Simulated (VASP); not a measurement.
# Au (Fd-3m) in VASP: notebook, part 2 of 2

VASP 6.6.1. The steps go on from the part before.

### 3 Single point, BLYP (35.14 Å³/atom)

This run uses another cell than the first one, of 35.14 Å³/atom.

Contents of INCAR:

```
SYSTEM = Au
  AGGAC = 1.0
  AGGAX = 1.0
  ALDAC = 0.0
  ALDAX = 1.0
  ALGO = Normal
  EDIFF = 1E-6
  ENCUT = 520
  GGA = B5
  ISIF = 2
  ISMEAR = -1
  LASPH = .TRUE.
  LCHARG = .TRUE.
  LELF = .TRUE.
  LREAL = .FALSE.
  LVHAR = .TRUE.
  LWAVE = .FALSE.
  NBANDS = 18
  NELM = 100
  PREC = Accurate
  SIGMA = 0.1
```

Contents of KPOINTS:

```
k-points
0
G
  10 10 10
  0 0 0
```

Contents of POSCAR:

```
Au
1.0
    0.0000000000      3.2754937719      3.2754937719
    3.2754937719      0.0000000000      3.2754937719
    3.2754937719      3.2754937719      0.0000000000
Au
2
Direct
    0.1250000000      0.1250000000      0.1250000000
    0.8750000000      0.8750000000      0.8750000000
```

Potentials or basis: VASP PAW PBE potentials, release 64 (Au).

Started as:

```sh
> cat potpaw_PBE.64/Au/POTCAR > POTCAR
> mpirun -np 1 vasp_std > vasp.out
```

OUTCAR:

```text
SYSTEM = Au
   EDIFF = 1E-6
   ENCUT = 520
   GGA = B5
   ISIF = 2
   ISMEAR = -1
   LASPH = .TRUE.
   LREAL = .FALSE.
   NELM = 100
   PREC = Accurate

 ion  position               nearest neighbor table
   1  0.125  0.125  0.125-   2 2.84   2 2.84   2 2.84   2 2.84
   2  0.875  0.875  0.875-   1 2.84   1 2.84   1 2.84   1 2.84

  LATTYP: Found a face centered cubic cell.
 ALAT       =     6.5509875438

  Lattice vectors:

 A1 = (   0.0000000000,   3.2754937719,   3.2754937719)
 A2 = (   3.2754937719,   0.0000000000,   3.2754937719)
 A3 = (   3.2754937719,   3.2754937719,   0.0000000000)

Analysis of symmetry for initial positions (statically):
=====================================================================
 Subroutine PRICEL returns:
 Original cell was already a primitive cell.

 Routine SETGRP: Setting up the symmetry group for a
 face centered cubic supercell.

 Subroutine GETGRP returns: Found 48 space group operations
 (whereof 12 operations were pure point group operations)
 out of a pool of 48 trial point group operations.

The static configuration has the point symmetry D_3d.
 The point group associated with its full space group is O_h .

Analysis of symmetry for dynamics (positions and initial velocities):
=====================================================================
 Subroutine PRICEL returns:
 Original cell was already a primitive cell.

 Routine SETGRP: Setting up the symmetry group for a
 face centered cubic supercell.

 Subroutine GETGRP returns: Found 48 space group operations
 (whereof 12 operations were pure point group operations)
 out of a pool of 48 trial point group operations.

The dynamic configuration has the point symmetry D_3d.
 The point group associated with its full space group is O_h .

 Subroutine INISYM returns: Found 48 space group operations
 (whereof 12 operations are pure point group operations),
 and found     1 'primitive' translations

----------------------------------------------------------------------------------------

                                     Primitive cell

  volume of cell :      70.2846

  direct lattice vectors                    reciprocal lattice vectors
     0.000000000  3.275493772  3.275493772    -0.152648741  0.152648741  0.152648741
     3.275493772  0.000000000  3.275493772     0.152648741 -0.152648741  0.152648741
     3.275493772  3.275493772  0.000000000     0.152648741  0.152648741 -0.152648741

  length of vectors
     4.632247716  4.632247716  4.632247716     0.264395375  0.264395375  0.264395375

  position of ions in fractional coordinates (direct lattice)
     0.125000000  0.125000000  0.125000000
     0.875000000  0.875000000  0.875000000

  ion indices of the primitive-cell ions
   primitive index   ion index
                 1           1
                 2           2

----------------------------------------------------------------------------------------

 KPOINTS: k-points

Automatic generation of k-mesh.
 Grid dimensions read from file:
 generate k-points for:   10   10   10

 Generating k-lattice:

  Cartesian coordinates                     Fractional coordinates (reciprocal lattice)
    -0.015264874  0.015264874  0.015264874     0.100000000  0.000000000  0.000000000
     0.015264874 -0.015264874  0.015264874     0.000000000  0.100000000  0.000000000
     0.015264874  0.015264874 -0.015264874     0.000000000  0.000000000  0.100000000

  Length of vectors
     0.026439537  0.026439537  0.026439537

  Shift w.r.t. Gamma in fractional coordinates (k-lattice)
     0.000000000  0.000000000  0.000000000

 Subroutine IBZKPT returns following result:
 ===========================================

 Found     47 irreducible k-points:

 Following reciprocal coordinates:
            Coordinates               Weight
  0.000000  0.000000  0.000000      1.000000
  0.100000  0.000000  0.000000      8.000000
  0.200000  0.000000  0.000000      8.000000
  0.300000  0.000000  0.000000      8.000000
  0.400000  0.000000  0.000000      8.000000
  0.500000  0.000000  0.000000      4.000000
[... 16 lines left out ...]
  0.300000  0.300000  0.000000      6.000000
  0.400000  0.300000  0.000000     24.000000
 [... further k-points ...]
   k-points           NKPTS =     47   k-points in BZ     NKDIM =     47   number of bands    NBANDS=     18
   number of dos      NEDOS =    301   number of ions     NIONS =      2
   total plane-waves  NPLWV =  46656
   dimension x,y,z NGX =    36 NGY =   36 NGZ =   36
   dimension x,y,z NGXF=    72 NGYF=   72 NGZF=   72
   ions per type =               2
   NGX,Y,Z   is equivalent  to a cutoff of  12.92, 12.92, 12.92 a.u.
   NGXF,Y,Z  is equivalent  to a cutoff of  25.84, 25.84, 25.84 a.u.
 SYSTEM =  Au
   PREC   = accura    normal or accurate (medium, high low for compatibility)
   ISTART =      0    job   : 0-new  1-cont  2-samecut
   ICHARG =      2    charge: 1-file 2-atom 10-const
   ISPIN  =      1    spin polarized calculation?
   LNONCOLLINEAR =      F non collinear calculations
   LSORBIT =      F    spin-orbit coupling
   LASPH  =      T    aspherical Exc in radial PAW
   ENCUT  =  520.0 eV  38.22 Ry    6.18 a.u.   8.61  8.61  8.61*2*pi/ulx,y,z
   NELM   =    100;   NELMIN=  2; NELMDL= -5     # of ELM steps
   EDIFF  = 0.1E-05   stopping-criterion for ELM
   LREAL  =      F    real-space projection
   EDIFFG = 0.1E-04   stopping-criterion for IOM
   NSW    =      0    number of steps for IOM
   IBRION =     -1    ionic relax: 0-MD 1-quasi-New 2-CG
   NFREE  =      0    steps in history (QN), initial steepest desc. (CG)
   ISIF   =      2    stress and relaxation
   ISYM   =      2    0-nonsym 1-usesym 2-fastsym
   POTIM  = 0.5000    time-step for ionic-motion
   TEBEG  =    0.0;   TEEND  =   0.0 temperature during run
   PSTRESS=    0.0 pullay stress
   NELECT =      22.0000    total number of electrons
   NUPDOWN=      -1.0000    fix difference up-down
   EMIN   =  10.00;   EMAX   =-10.00  energy-range for DOS
   EFERMI =   0.00;   METHOD = LEGACY
   ISMEAR =    -1;   SIGMA  =   0.10  broadening in eV -4-tet -1-fermi 0-gaus
   EFERMI_NEDOS =   21; number of points for ismear=-14 and -15
   IALGO  =     38    algorithm
   IMIX   =      4    mixing-type and parameters
     AMIX     =   0.40;   BMIX     =  1.00
     AMIX_MAG =   1.60;   BMIX_MAG =  1.00
  volume/ion in A,a.u.               =      35.14       237.15
  Fermi-wavevector in a.u.,A,eV,Ry     =   1.111550  2.100525 16.810584  1.235543
  Thomas-Fermi vector in A             =   2.248114
   LORBIT       =      0    0 simple, 1 ext, 2 COOP (PROOUT), +10 PAW based schemes
   GGA     = B5    functional components
   LHFCALC =     F    Hartree Fock is set to
   AEXX    =    0.0000 exact exchange contribution
   IVDW    =     0    specifies the selected vdW correction
   LEPSILON=     F    determine dielectric tensor
   LRPA    =     F    only Hartree local field effects (RPA)
 non-spin polarized calculation
  energy-cutoff  :      520.00
  volume of cell :       70.28
 maximum number of plane-waves:      1917
   NGX = 17   NGY = 17   NGZ = 17

 number of electron      22.0000000 magnetization

 Free energy of the ion-electron system (eV)
  ---------------------------------------------------
  ext. energy  EPLUGINS =         0.00000000
  ---------------------------------------------------
  free energy    TOTEN  =        -4.14674465 eV

  energy without entropy =       -4.12295273  energy(sigma->0) =       -4.13484869

 E-fermi :   1.6669     XC(G=0):  -7.9523

 val. band max:        1.6277329174   @ k =  -0.4000   0.4000   0.0000
 cond. band min:       1.7453520537   @ k =   0.5000   0.5000   0.0000
 fundamental gap:      0.1176191363
 Fermi energy:         1.6668700927

 k-point     1 :       0.0000    0.0000    0.0000
  band No.  band energies     occupation
      1      -3.2091      2.00000
      2      -1.6581      2.00000
      3      -1.6581      2.00000
      4      -1.6581      2.00000
      5      -1.6328      2.00000
      6      -1.6328      2.00000
[... 10 lines left out ...]
     17      11.0993      0.00000
     18      11.0993      0.00000
[... 463 lines left out ...]
 k-point    24 :       0.4000    0.3000    0.0000
  band No.  band energies     occupation
      1      -2.0108      2.00000
      2      -1.9884      2.00000
      3      -1.7456      2.00000
      4      -1.7274      2.00000
      5      -1.1238      2.00000
      6      -1.0493      2.00000
[... 10 lines left out ...]
     17      14.4339      0.00000
     18      15.3169      0.00000

 [... further k-points ...]

------------------------ aborting loop because EDIFF is reached ----------------------------------------

  FORCE on cell =-STRESS in cart. coord.  units (eV):
  Direction    XX          YY          ZZ          XY          YZ          ZX
  --------------------------------------------------------------------------------------
  -------------------------------------------------------------------------------------
  Total       -1.4327512     -1.4327512     -1.4327512      0.0000000      0.0000000      0.0000000
  in kB      -32.6603651    -32.6603651    -32.6603651      0.0000000      0.0000000      0.0000000
  external PRESSURE =     -32.6603651 kB  Pullay stress =       0.0000000 kB

 VOLUME and BASIS-vectors are now :
 -----------------------------------------------------------------------------
  energy-cutoff  :      520.00
  volume of cell :       70.28
      direct lattice vectors                 reciprocal lattice vectors
     0.000000000  3.275493772  3.275493772    -0.152648741  0.152648741  0.152648741
     3.275493772  0.000000000  3.275493772     0.152648741 -0.152648741  0.152648741
     3.275493772  3.275493772  0.000000000     0.152648741  0.152648741 -0.152648741

 POSITION                                       TOTAL-FORCE (eV/Angst)
 -----------------------------------------------------------------------------------
      0.81887      0.81887      0.81887         0.000000      0.000000      0.000000
      5.73211      5.73211      5.73211        -0.000000     -0.000000     -0.000000
 -----------------------------------------------------------------------------------
    total drift:                                0.000000      0.000000      0.000000

  FREE ENERGIE OF THE ION-ELECTRON SYSTEM (eV)
  ---------------------------------------------------
  free  energy   TOTEN  =        -4.1467446548 eV

  energy  without entropy=       -4.1229527265  energy(sigma->0) =       -4.13484869
```

Wall time 2.4 min (1 thread of Intel Xeon 8259CL, shared host); peak memory 0.22 GiB.

Results:

```yaml
Free_energy: -4.1467 eV
Pressure: -3.3 GPa
Band_gap_on_the_k_mesh: zero (bands 11 and 12 overlap by 0.32 eV)
```

Levels at points of the mesh, in eV from the Fermi level:
```tsv
k point	band 9	band 10	band 11	band 12	band 13	band 14
(0.00, 0.00, 0.00)	-1.97	-1.32	-1.32	6.80	8.31	8.31
(0.50, 0.00, 0.00)	-1.38	-1.38	-0.56	-0.23	6.10	6.10
(0.50, 0.50, 0.00)	-1.26	-1.26	0.08	0.08	3.78	3.78
```

Caveat: the cell stands under tension; the PAW data sets were made with another functional, which shifts forces and pressure a little; spin-orbit coupling is left out, which moves the levels of the heavy elements.

### 4 Relaxation of cell and atoms, BLYP

This run uses another cell than the first one, of 22.89 Å³/atom.

Contents of INCAR:

```
SYSTEM = Au
AGGAC = 1.0 ; AGGAX = 1.0
ALDAC = 0.0 ; ALDAX = 1.0
ALGO = Normal ; EDIFF = 1E-6
EDIFFG = -0.01 ; ENCUT = 600
GGA = B5 ; IBRION = 2
ISIF = 3 ; ISMEAR = -1
LASPH = .TRUE. ; LCHARG = .FALSE.
LREAL = .FALSE. ; LWAVE = .FALSE.
NELM = 80 ; NSW = 80
PREC = Accurate ; SIGMA = 0.1
```

KPOINTS is that of step 3.

Contents of POSCAR:

```
Au
1.0
    0.0000000000      2.8394269867      2.8394269867
    2.8394269867      0.0000000000      2.8394269867
    2.8394269867      2.8394269867      0.0000000000
Au
2
Direct
    0.1250000000      0.1250000000      0.1250000000
    0.8750000000      0.8750000000      0.8750000000
```

Started as:

```sh
> cat potpaw_PBE.64/Au/POTCAR > POTCAR
> mpirun -np 1 vasp_std > vasp.out
```

It took 5.3 min on 1 thread of Intel Xeon 8259CL, shared host; peak memory 0.2 GiB.

Results (log left out):

* Free energy: -4.2206 eV
* Relaxed volume: 31.53 Å³/atom
* Relaxed cell: a = 4.468 Å, b = 4.468 Å, c = 4.468 Å, α = 60.00°, β = 60.00°, γ = 60.00°
* Space group after relaxing (to 0.1 Å): Fd-3m (No. 227)
* Energy gained by relaxing: 639.8 meV/atom
* Ionic steps: 4
* Pressure after relaxing: 0.0 GPa
* Band gap on the k mesh: zero (bands 11 and 12 overlap by 0.65 eV)

The path:
```csv
step,energy change (eV),largest force (eV/Å),pressure (GPa),volume (Å³)
1,0.0000,0.0000,33.74,45.78
2,-0.7567,0.0000,-5.30,85.74
3,-1.2795,0.0000,-0.23,63.45
4,-1.2797,0.0000,0.03,63.06
```

Final structure:
```cif
data_structure
_symmetry_space_group_name_H-M 'P 1'
_symmetry_Int_Tables_number 1
_cell_length_a 4.4678
_cell_length_b 4.4678
_cell_length_c 4.4678
_cell_angle_alpha 60.000
_cell_angle_beta 60.000
_cell_angle_gamma 60.000
_cell_volume 63.06
loop_
_atom_site_label
_atom_site_type_symbol
_atom_site_fract_x
_atom_site_fract_y
_atom_site_fract_z
_atom_site_occupancy
Au1 Au 0.12500 0.12500 0.12500 1
Au2 Au 0.87500 0.87500 0.87500 1
```

Levels at points of the mesh, in eV from the Fermi level:
```
           k point  band 9  band 10  band 11  band 12  band 13  band 14
(0.00, 0.00, 0.00)   -2.13    -1.30    -1.30     7.73     8.96     8.96
(0.50, 0.00, 0.00)   -1.40    -1.40    -0.49    -0.47     6.44     6.44
(0.50, 0.50, 0.00)   -1.25    -1.25     0.17     0.17     3.78     3.78
```

Caveat: the volume moved by over 15 % at a fixed basis, so the end points are rough; the PAW data sets were made with another functional, which shifts forces and pressure a little; spin-orbit coupling is left out, which moves the levels of the heavy elements.

### 5 Single point, BLYP

This run uses another cell than the first one, of 31.38 Å³/atom.

Contents of INCAR:

```
  PREC = Accurate
  ENCUT = 520
  EDIFF = 1E-7
  ISMEAR = -1
  SIGMA = 0.1
  LREAL = False
  LASPH = True
  NELM = 80
  ALGO = Normal
  ISIF = 2
  LWAVE = False
  LCHARG = False
  GGA = B5
  ALDAX = 1.0
  AGGAX = 1.0
  AGGAC = 1.0
  ALDAC = 0.0
  NBANDS = 18
```

Contents of KPOINTS:

```
regular mesh
0
Gamma
  14 14 14
```

Contents of POSCAR:

```
Au
1.0
    0.0000000000      3.1540659533      3.1540659533
    3.1540659533      0.0000000000      3.1540659533
    3.1540659533      3.1540659533      0.0000000000
Au
2
Direct
    0.1250000000      0.1250000000      0.1250000000
    0.8750000000      0.8750000000      0.8750000000
```

Started as:

```sh
> cat potpaw_PBE.64/Au/POTCAR > POTCAR
> mpirun -np 1 vasp_std > vasp.out
```

Run time: 4.9 min. Hardware: 1 thread of Intel Xeon 8259CL, shared host; peak memory 0.26 GiB.

Results (log left out):

| Quantity | Value |
| --- | --- |
| Free energy | -4.2265 eV |
| Pressure | 0.2 GPa |
| Band gap on the k mesh | zero (bands 11 and 12 overlap by 0.65 eV) |

Levels at points of the mesh, in eV from the Fermi level:
```csv
k point,band 7,band 8,band 9,band 10,band 11,band 12,band 13,band 14,band 15,band 16
"(0.00, 0.00, 0.00)",-2.14,-2.14,-2.14,-1.30,-1.30,7.77,8.99,8.99,8.99,9.87
"(0.50, 0.00, 0.00)",-1.94,-1.94,-1.40,-1.40,-0.51,-0.47,6.45,6.45,8.05,9.94
"(0.50, 0.50, 0.00)",-2.55,-2.55,-1.26,-1.26,0.17,0.17,3.78,3.78,7.81,7.81
```

Caveat: the PAW data sets were made with another functional, which shifts forces and pressure a little; spin-orbit coupling is left out, which moves the levels of the heavy elements.

### 6 Overview

| task | cell | k mesh | cutoff (eV) | gap on the mesh (eV) | pressure (GPa) |
| --- | --- | --- | --- | --- | --- |
| single point | a = 4.576 Å, angles 60.0°, 2 atoms | 10 × 10 × 10 | 520 | none | -2.4 |
| single point | a = 4.632 Å, angles 60.0°, 2 atoms | 10 × 10 × 10 | 520 | none | -3.3 |
| relaxation of cell and atoms | relaxed from a = 4.016 Å, angles 60.0°, 2 atoms | 10 × 10 × 10 | 600 | none | 0.0 |
| single point | a = 4.461 Å, angles 60.0°, 2 atoms | 14 × 14 × 14 | 520 | none | 0.2 |

Alike in all rows: level BLYP; potentials or basis VASP PAW PBE potentials, release 64 (Au); no spin polarisation; smearing fermi-dirac 0.1 eV.

Caveats: the PAW data sets were made with another functional, which shifts forces and pressure a little; spin-orbit coupling is left out, which moves the levels of the heavy elements; the cell stands under tension (at least some runs); the volume moved by over 15 % at a fixed basis, so the end points are rough (at least some runs).

Absolute energies hang on the potentials; compare differences alone.

The gap in the log of VASP goes by the Fermi energy; the results here count the filled bands.